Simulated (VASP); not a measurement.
Write the native input for VASP 6.6.1 that does the following.

```
Task                   : electric field gradients
Functional             : LDA
Potentials or basis    : VASP PAW LDA potentials, release 64 (Fe)
Cutoff                 : 520 eV
k mesh                 : 16 × 16 × 16
Occupations            : fermi-dirac, width 0.05 eV
Spin                   : collinear spin, ferromagnetic start
Starting moments       : [3.0] μB
Dipole correction      : no
Further INCAR settings : ALGO = Normal; EDIFF = 1e-08; NBANDS = 14
```

The structure of Fe lies in POSCAR:

```
Fe
1.0
    0.0000000000      1.9352455294      1.9585328551
    1.4934281684      0.0000000000      1.9585328551
    1.4934281684      1.9352455294      0.0000000000
Fe
1
Direct
    0.0000000000      0.0000000000      0.0000000000
```

These files were run (other wordings do the same):

INCAR

```
ALGO     = Normal         # electronic algorithm
EDIFF    = 1E-8           # SCF threshold, eV
ENCUT    = 520            # plane-wave cutoff, eV
GGA      = CA             # functional
ISIF     = 2              # what is computed and relaxed
ISMEAR   = -1             # smearing method
ISPIN    = 2              # spin polarisation
LASPH    = T              # aspherical terms in the spheres
LCHARG   = F              # write CHGCAR
LEFG     = T            
LMAXMIX  = 4              # l up to which the mixer works
LORBIT   = 11             # projections on sites
LREAL    = F              # projectors in reciprocal space
LWAVE    = F              # write WAVECAR
MAGMOM   = 3              # initial moments
NBANDS   = 14             # bands
NELM     = 150            # most SCF steps
PREC     = Accurate       # precision mode
SIGMA    = 0.05           # smearing width, eV
```

KPOINTS

```
k-points
0
Gamma
  16 16 16
```

Potentials or basis: VASP PAW LDA potentials, release 64 (Fe).

The run is started by

```sh
$ cat potpaw_LDA.64/Fe/POTCAR > POTCAR
$ mpirun -np 1 vasp_std > vasp.out
```

It gave:

| Property | Result |
| --- | --- |
| Pressure | -17.4 GPa |
| Net moment | 2.11 μB per cell |
| Site moments | Fe +2.09 μB |
| Largest electric field gradient by atom | Fe +8.8 V/Å² |
| Valence electrons inside the program's atomic spheres | Fe 7.29 |

Caveat: the stress differs along the axes, from -23 to -14 GPa; without QUAD_EFG the Cq values of the log hold for a quadrupole moment of 1 mb, not for the nuclei.

Run time: 2.2 min on 1 thread of AMD EPYC 9R45 96-Core Processor (Zen 5), with other jobs on the host, peak memory 0.22 GiB.
